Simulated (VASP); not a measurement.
# HgTe (Coloradoite) (I-4m2) in VASP: notebook

The runs below take HgTe (Coloradoite) through single point, with PBEsol.

All numbers are computed with VASP 6.6.1; they aren't measurements. Logs are shortened: lines on timing, memory, paths and dates and some standing lists are left out, and cuts for length are marked.

## (1) The cell of the first run

It takes space group I-4m2 (No. 119, tetragonal). The conventional cell has a = 4.592 Å, b = 4.592 Å, c = 6.300 Å, α = 90.00°, β = 90.00°, γ = 90.00°. Hg (site symmetry -4m2) has 4 Te at 2.78 Å within 3.7 Å. Within 3.7 Å of Te (site symmetry -4m2) lie 4 Hg at 2.78 Å.

## (2) Single point, PBEsol

Input file INCAR:

```
PREC     = Accurate       # precision mode
ENCUT    = 520            # plane-wave cutoff, eV
EDIFF    = 1E-7           # SCF threshold, eV
ISMEAR   = -1             # smearing method
SIGMA    = 0.05           # smearing width, eV
LREAL    = False          # projectors in reciprocal space
LASPH    = True           # aspherical terms in the spheres
NELM     = 60             # most SCF steps
ALGO     = Normal         # electronic algorithm
ISIF     = 2              # what is computed and relaxed
LWAVE    = False          # write WAVECAR
LCHARG   = True           # write CHGCAR
GGA      = PS             # functional
LELF     = True           # ELF
LVHAR    = True         
NBANDS   = 16             # bands
```

Input file KPOINTS:

```
regular mesh
0
Gamma
  7 7 7
```

Input file POSCAR:

```
HgTe
1.0
    0.0000000000      3.2471353545      3.1502100000
    3.2471353545      0.0000000000      3.1502100000
    3.2471353545      3.2471353545      0.0000000000
Hg Te
1 1
Direct
    0.0000000000      0.0000000000      0.0000000000
    0.7500000000      0.7500000000      0.7500000000
```

Potentials or basis: VASP PAW PBE potentials, release 64 (Hg, Te).

Launch:

```console
cat potpaw_PBE.64/Hg/POTCAR potpaw_PBE.64/Te/POTCAR > POTCAR
mpirun -np 1 vasp_std > vasp.out
```

OUTCAR:

```text
PREC = Accurate
   ENCUT = 520
   EDIFF = 1E-7
   ISMEAR = -1
   LREAL = False
   LASPH = True
   NELM = 60
   ISIF = 2
   GGA = PS

 ion  position               nearest neighbor table
   1  0.000  0.000  0.000-   2 2.78   2 2.78   2 2.78   2 2.78
   2  0.750  0.750  0.750-   1 2.78   1 2.78   1 2.78   1 2.78

  LATTYP: Found a body centered tetragonal cell.
 ALAT       =     4.5921428572
 C/A-ratio  =     1.3720000000

  Lattice vectors:

 A1 = (   0.0000000000,  -3.2471353545,  -3.1502100000)
 A2 = (   0.0000000000,   3.2471353545,  -3.1502100000)
 A3 = (   3.2471353545,   0.0000000000,   3.1502100000)

Analysis of symmetry for initial positions (statically):
=====================================================================
 Subroutine PRICEL returns:
 Original cell was already a primitive cell.

 Routine SETGRP: Setting up the symmetry group for a
 body centered tetragonal supercell.

 Subroutine GETGRP returns: Found  8 space group operations
 (whereof  8 operations were pure point group operations)
 out of a pool of 16 trial point group operations.

The static configuration has the point symmetry D_2d.

Analysis of symmetry for dynamics (positions and initial velocities):
=====================================================================
 Subroutine PRICEL returns:
 Original cell was already a primitive cell.

 Routine SETGRP: Setting up the symmetry group for a
 body centered tetragonal supercell.

 Subroutine GETGRP returns: Found  8 space group operations
 (whereof  8 operations were pure point group operations)
 out of a pool of 16 trial point group operations.

The dynamic configuration has the point symmetry D_2d.

 Subroutine INISYM returns: Found  8 space group operations
 (whereof  8 operations are pure point group operations),
 and found     1 'primitive' translations

----------------------------------------------------------------------------------------

                                     Primitive cell

  volume of cell :      66.4309

  direct lattice vectors                    reciprocal lattice vectors
     0.000000000  3.247135355  3.150210000    -0.153981878  0.153981878  0.158719577
     3.247135355  0.000000000  3.150210000     0.153981878 -0.153981878  0.158719577
     3.247135355  3.247135355  0.000000000     0.153981878  0.153981878 -0.158719577

  length of vectors
     4.524125446  4.524125446  4.592142857     0.269467515  0.269467515  0.269467515

  position of ions in fractional coordinates (direct lattice)
     0.000000000  0.000000000  0.000000000
     0.750000000  0.750000000  0.750000000

  ion indices of the primitive-cell ions
   primitive index   ion index
                 1           1
                 2           2

----------------------------------------------------------------------------------------

 KPOINTS: regular mesh

Automatic generation of k-mesh.
 Grid dimensions read from file:
 generate k-points for:    7    7    7

 Generating k-lattice:

  Cartesian coordinates                     Fractional coordinates (reciprocal lattice)
    -0.021997411  0.021997411  0.022674225     0.142857143  0.000000000  0.000000000
     0.021997411 -0.021997411  0.022674225     0.000000000  0.142857143  0.000000000
     0.021997411  0.021997411 -0.022674225     0.000000000  0.000000000  0.142857143

  Length of vectors
     0.038495359  0.038495359  0.038495359

  Shift w.r.t. Gamma in fractional coordinates (k-lattice)
     0.000000000  0.000000000  0.000000000

 Subroutine IBZKPT returns following result:
 ===========================================

 Found     40 irreducible k-points:

 Following reciprocal coordinates:
            Coordinates               Weight
  0.000000  0.000000  0.000000      1.000000
  0.142857 -0.000000  0.000000      8.000000
  0.285714  0.000000  0.000000      8.000000
  0.428571 -0.000000  0.000000      8.000000
  0.142857  0.142857  0.000000      2.000000
  0.285714  0.142857  0.000000      8.000000
[... 16 lines left out ...]
  0.428571  0.285714  0.142857      8.000000
 -0.428571  0.285714  0.142857     16.000000
 [... further k-points ...]
   k-points           NKPTS =     40   k-points in BZ     NKDIM =     40   number of bands    NBANDS=     16
   number of dos      NEDOS =    301   number of ions     NIONS =      2
   total plane-waves  NPLWV =  46656
   dimension x,y,z NGX =    36 NGY =   36 NGZ =   36
   dimension x,y,z NGXF=    72 NGYF=   72 NGZF=   72
   ions per type =               1   1
   NGX,Y,Z   is equivalent  to a cutoff of  13.23, 13.23, 13.03 a.u.
   NGXF,Y,Z  is equivalent  to a cutoff of  26.46, 26.46, 26.07 a.u.
 SYSTEM =  unknown system
   PREC   = accura    normal or accurate (medium, high low for compatibility)
   ISTART =      0    job   : 0-new  1-cont  2-samecut
   ICHARG =      2    charge: 1-file 2-atom 10-const
   ISPIN  =      1    spin polarized calculation?
   LNONCOLLINEAR =      F non collinear calculations
   LSORBIT =      F    spin-orbit coupling
   LASPH  =      T    aspherical Exc in radial PAW
   ENCUT  =  520.0 eV  38.22 Ry    6.18 a.u.   8.41  8.41  8.54*2*pi/ulx,y,z
   NELM   =     60;   NELMIN=  2; NELMDL= -5     # of ELM steps
   EDIFF  = 0.1E-06   stopping-criterion for ELM
   LREAL  =      F    real-space projection
   EDIFFG = 0.1E-05   stopping-criterion for IOM
   NSW    =      0    number of steps for IOM
   IBRION =     -1    ionic relax: 0-MD 1-quasi-New 2-CG
   NFREE  =      0    steps in history (QN), initial steepest desc. (CG)
   ISIF   =      2    stress and relaxation
   ISYM   =      2    0-nonsym 1-usesym 2-fastsym
   POTIM  = 0.5000    time-step for ionic-motion
   TEBEG  =    0.0;   TEEND  =   0.0 temperature during run
   PSTRESS=    0.0 pullay stress
   NELECT =      18.0000    total number of electrons
   NUPDOWN=      -1.0000    fix difference up-down
   EMIN   =  10.00;   EMAX   =-10.00  energy-range for DOS
   EFERMI =   0.00;   METHOD = LEGACY
   ISMEAR =    -1;   SIGMA  =   0.05  broadening in eV -4-tet -1-fermi 0-gaus
   EFERMI_NEDOS =   21; number of points for ismear=-14 and -15
   IALGO  =     38    algorithm
   IMIX   =      4    mixing-type and parameters
     AMIX     =   0.40;   BMIX     =  1.00
     AMIX_MAG =   1.60;   BMIX_MAG =  1.00
  volume/ion in A,a.u.               =      33.22       224.15
  Fermi-wavevector in a.u.,A,eV,Ry     =   1.059357  2.001894 15.268958  1.122237
  Thomas-Fermi vector in A             =   2.194699
   LORBIT       =      0    0 simple, 1 ext, 2 COOP (PROOUT), +10 PAW based schemes
   GGA     = PS    functional components
   LHFCALC =     F    Hartree Fock is set to
   AEXX    =    0.0000 exact exchange contribution
   IVDW    =     0    specifies the selected vdW correction
   LEPSILON=     F    determine dielectric tensor
   LRPA    =     F    only Hartree local field effects (RPA)
 non-spin polarized calculation
  energy-cutoff  :      520.00
  volume of cell :       66.43
 maximum number of plane-waves:      1811
 NGX is ok and might be reduce to    36
   NGX = 17   NGY = 17   NGZ = 17

 number of electron      17.9999998 magnetization

 Free energy of the ion-electron system (eV)
  ---------------------------------------------------
  ext. energy  EPLUGINS =         0.00000000
  ---------------------------------------------------
  free energy    TOTEN  =        -4.35428278 eV

  energy without entropy =       -4.35367439  energy(sigma->0) =       -4.35397858

 E-fermi :   3.1750     XC(G=0):  -9.0120

 val. band max:        3.0926952275   @ k =   0.0000   0.0000   0.0000
 cond. band min:       3.1938173421   @ k =   0.0000   0.0000   0.0000
 fundamental gap:      0.1011221146
 Fermi energy:         3.1750320210

 k-point     1 :       0.0000    0.0000    0.0000
  band No.  band energies     occupation
      1      -9.0125      2.00000
      2      -4.3167      2.00000
      3      -4.3167      2.00000
      4      -4.3102      2.00000
      5      -3.7719      2.00000
      6      -3.7487      2.00000
[... 8 lines left out ...]
     15      12.4904      0.00000
     16      12.7640      0.00000

 k-point     2 :       0.1429   -0.0000    0.0000
  band No.  band energies     occupation
      1      -8.9086      2.00000
      2      -4.2888      2.00000
      3      -4.2878      2.00000
      4      -4.2737      2.00000
      5      -3.7732      2.00000
      6      -3.7530      2.00000
[... 8 lines left out ...]
     15      11.6028      0.00000
     16      11.8142      0.00000

 k-point     3 :       0.2857    0.0000    0.0000
  band No.  band energies     occupation
      1      -8.6604      2.00000
      2      -4.2332      2.00000
      3      -4.2242      2.00000
      4      -4.0931      2.00000
      5      -3.7644      2.00000
      6      -3.7533      2.00000
[... 8 lines left out ...]
     15      11.6663      0.00000
     16      11.7320      0.00000

 k-point     4 :       0.4286   -0.0000    0.0000
  band No.  band energies     occupation
      1      -8.4455      2.00000
      2      -4.1992      2.00000
      3      -4.1836      2.00000
      4      -3.7462      2.00000
      5      -3.7421      2.00000
      6      -3.6271      2.00000
[... 8 lines left out ...]
     15      12.6956      0.00000
     16      12.8207      0.00000
[... 324 lines left out ...]
 k-point    22 :      -0.1429    0.0000    0.1429
  band No.  band energies     occupation
      1      -8.7542      2.00000
      2      -4.2544      2.00000
      3      -4.2408      2.00000
      4      -4.1963      2.00000
      5      -3.7781      2.00000
      6      -3.7456      2.00000
[... 8 lines left out ...]
     15      11.6404      0.00000
     16      11.8446      0.00000

 k-point    23 :       0.4286    0.2857    0.1429
  band No.  band energies     occupation
      1      -8.4703      2.00000
      2      -4.1878      2.00000
      3      -4.1348      2.00000
      4      -4.0201      2.00000
      5      -3.7486      2.00000
      6      -3.6975      2.00000
[... 8 lines left out ...]
     15      13.3880      0.00000
     16      13.4998      0.00000

 k-point    24 :      -0.4286    0.2857    0.1429
  band No.  band energies     occupation
      1      -8.3082      2.00000
      2      -4.1358      2.00000
      3      -4.1027      2.00000
      4      -3.8518      2.00000
      5      -3.7495      2.00000
      6      -3.4376      2.00000
[... 8 lines left out ...]
     15      13.0616      0.00000
     16      13.6856      0.00000

 [... further k-points ...]

------------------------ aborting loop because EDIFF is reached ----------------------------------------

  FORCE on cell =-STRESS in cart. coord.  units (eV):
  Direction    XX          YY          ZZ          XY          YZ          ZX
  --------------------------------------------------------------------------------------
  -------------------------------------------------------------------------------------
  Total        0.7215194      0.7215194      0.8869611      0.0000000      0.0000000      0.0000000
  in kB       17.4015662     17.4015662     21.3916782      0.0000000      0.0000000      0.0000000
  external PRESSURE =      18.7316035 kB  Pullay stress =       0.0000000 kB

 VOLUME and BASIS-vectors are now :
 -----------------------------------------------------------------------------
  energy-cutoff  :      520.00
  volume of cell :       66.43
      direct lattice vectors                 reciprocal lattice vectors
     0.000000000  3.247135355  3.150210000    -0.153981878  0.153981878  0.158719577
     3.247135355  0.000000000  3.150210000     0.153981878 -0.153981878  0.158719577
     3.247135355  3.247135355  0.000000000     0.153981878  0.153981878 -0.158719577

 POSITION                                       TOTAL-FORCE (eV/Angst)
 -----------------------------------------------------------------------------------
      0.00000      0.00000      0.00000        -0.000000     -0.000000      0.000000
      4.87070      4.87070      4.72532         0.000000      0.000000     -0.000000
 -----------------------------------------------------------------------------------
    total drift:                                0.000000      0.000000     -0.000000

  FREE ENERGIE OF THE ION-ELECTRON SYSTEM (eV)
  ---------------------------------------------------
  free  energy   TOTEN  =        -4.3542827787 eV

  energy  without entropy=       -4.3536743866  energy(sigma->0) =       -4.35397858
```

Wall time 31 s (1 thread of AMD EPYC 9R45 (Zen 5), shared host); peak memory 0.19 GiB.

Results:

* Free energy: -4.3543 eV
* Pressure: 1.9 GPa
* Band gap on the k mesh: 0.10 eV, direct

Stress tensor (GPa, compression positive):
```
1.74 0.00 0.00
0.00 1.74 0.00
0.00 0.00 2.14
```

Levels at points of the mesh, in eV from the valence-band top:
```
           k point  band 5  band 6  band 7  band 8  band 9  band 10  band 11  band 12  band 13  band 14
(0.00, 0.00, 0.00)   -6.86   -6.84   -0.73    0.00    0.00     0.10     4.19     4.19     4.19     6.34
```

Caveat: the PAW data sets were made with another functional, which shifts forces and pressure a little; spin-orbit coupling is left out, which moves the levels of the heavy elements.

## (3) Single point, PBEsol

This run uses another cell than the first one, of 31.89 Å³/atom, 0.960 times its volume.

Input file INCAR:

```
SYSTEM = HgTe
ALGO = Normal ; EDIFF = 1E-6
ENCUT = 520 ; GGA = PS
ISIF = 2 ; ISMEAR = -1
LASPH = .TRUE. ; LCHARG = .FALSE.
LREAL = .FALSE. ; LWAVE = .FALSE.
NBANDS = 16 ; NELM = 100
PREC = Accurate ; SIGMA = 0.05
```

Input file KPOINTS:

```
k-points
0
G
  6 6 6
  0 0 0
```

Input file POSCAR:

```
HgTe
1.0
    0.0000000000      3.2145000000      3.0859200000
    3.2145000000      0.0000000000      3.0859200000
    3.2145000000      3.2145000000      0.0000000000
Hg Te
1 1
Direct
    0.0000000000      0.0000000000      0.0000000000
    0.7500000000      0.7500000000      0.7500000000
```

Potentials or basis: VASP PAW PBE potentials, release 64 (Hg, Te).

Launch:

```console
cat potpaw_PBE.64/Hg/POTCAR potpaw_PBE.64/Te/POTCAR > POTCAR
mpirun -np 1 vasp_std > vasp.out
```

OUTCAR:

```text
SYSTEM = HgTe
   EDIFF = 1E-6
   ENCUT = 520
   GGA = PS
   ISIF = 2
   ISMEAR = -1
   LASPH = .TRUE.
   LREAL = .FALSE.
   NELM = 100
   PREC = Accurate

 ion  position               nearest neighbor table
   1  0.000  0.000  0.000-   2 2.75   2 2.75   2 2.75   2 2.75
   2  0.750  0.750  0.750-   1 2.75   1 2.75   1 2.75   1 2.75

  LATTYP: Found a body centered tetragonal cell.
 ALAT       =     4.5459894962
 C/A-ratio  =     1.3576450199

  Lattice vectors:

 A1 = (   0.0000000000,  -3.2145000000,  -3.0859200000)
 A2 = (   0.0000000000,   3.2145000000,  -3.0859200000)
 A3 = (   3.2145000000,   0.0000000000,   3.0859200000)

Analysis of symmetry for initial positions (statically):
=====================================================================
 Subroutine PRICEL returns:
 Original cell was already a primitive cell.

 Routine SETGRP: Setting up the symmetry group for a
 body centered tetragonal supercell.

 Subroutine GETGRP returns: Found  8 space group operations
 (whereof  8 operations were pure point group operations)
 out of a pool of 16 trial point group operations.

The static configuration has the point symmetry D_2d.

Analysis of symmetry for dynamics (positions and initial velocities):
[... 161 lines left out ...]
 val. band max:        3.5340343604   @ k =   0.0000   0.0000   0.0000
 cond. band min:       3.6733686711   @ k =   0.0000   0.0000   0.0000
 fundamental gap:      0.1393343107
 Fermi energy:         3.6271991034

 k-point     1 :       0.0000    0.0000    0.0000
  band No.  band energies     occupation
      1      -8.8694      2.00000
      2      -4.1204      2.00000
      3      -4.1204      2.00000
      4      -4.1115      2.00000
      5      -3.5305      2.00000
      6      -3.4951      2.00000
[... 433 lines left out ...]
      3      -3.7929      2.00000
      4      -3.7136      2.00000
      5      -3.4622      2.00000
      6      -3.1753      2.00000
[... 8 lines left out ...]
     15      14.0188      0.00000
     16      15.1057      0.00000

 [... further k-points ...]

------------------------ aborting loop because EDIFF is reached ----------------------------------------

  FORCE on cell =-STRESS in cart. coord.  units (eV):
  Direction    XX          YY          ZZ          XY          YZ          ZX
  --------------------------------------------------------------------------------------
  -------------------------------------------------------------------------------------
  Total        1.6264085      1.6264085      1.7940657      0.0000000      0.0000000      0.0000000
  in kB       40.8600304     40.8600304     45.0720596      0.0000000      0.0000000      0.0000000
  external PRESSURE =      42.2640402 kB  Pullay stress =       0.0000000 kB

 VOLUME and BASIS-vectors are now :
 -----------------------------------------------------------------------------
  energy-cutoff  :      520.00
  volume of cell :       63.77
      direct lattice vectors                 reciprocal lattice vectors
     0.000000000  3.214500000  3.085920000    -0.155545186  0.155545186  0.162026235
     3.214500000  0.000000000  3.085920000     0.155545186 -0.155545186  0.162026235
     3.214500000  3.214500000  0.000000000     0.155545186  0.155545186 -0.162026235

 POSITION                                       TOTAL-FORCE (eV/Angst)
 -----------------------------------------------------------------------------------
      0.00000      0.00000      0.00000        -0.000000     -0.000000      0.000000
      4.82175      4.82175      4.62888         0.000000      0.000000     -0.000000
 -----------------------------------------------------------------------------------
    total drift:                                0.000000      0.000000     -0.000000

  FREE ENERGIE OF THE ION-ELECTRON SYSTEM (eV)
  ---------------------------------------------------
  free  energy   TOTEN  =        -4.2944410562 eV

  energy  without entropy=       -4.2937439275  energy(sigma->0) =       -4.29409249
```

Run time: 28 s. Hardware: 1 thread of Intel Xeon Platinum 8259CL at 2.50GHz (Skylake/Cascade Lake), shared host; peak memory 0.21 GiB.

Results:

```yaml
Free_energy: -4.2944 eV
Pressure: 4.2 GPa
Band_gap_on_the_k_mesh: 0.14 eV, direct
```

Stress tensor (GPa, compression positive):
```
4.09 0.00 0.00
0.00 4.09 0.00
0.00 0.00 4.51
```

Levels at points of the mesh, in eV from the valence-band top:
```
           k point  band 5  band 6  band 7  band 8  band 9  band 10  band 11  band 12  band 13  band 14
(0.00, 0.00, 0.00)   -7.06   -7.03   -0.62    0.00    0.00     0.14     4.13     4.13     4.13     6.32
(0.50, 0.00, 0.00)   -7.02   -6.71   -5.88   -1.16   -0.97     0.67     4.85     5.10     6.74     7.97
(0.50, 0.50, 0.00)   -6.98   -6.48   -5.60   -2.62   -2.62     1.64     2.14     8.55     9.10     9.10
(0.50, 0.00, 0.50)   -6.97   -6.56   -5.80   -2.49   -2.38     1.96     2.34     8.27     8.93     9.16
```

Caveat: the PAW data sets were made with another functional, which shifts forces and pressure a little; spin-orbit coupling is left out, which moves the levels of the heavy elements.
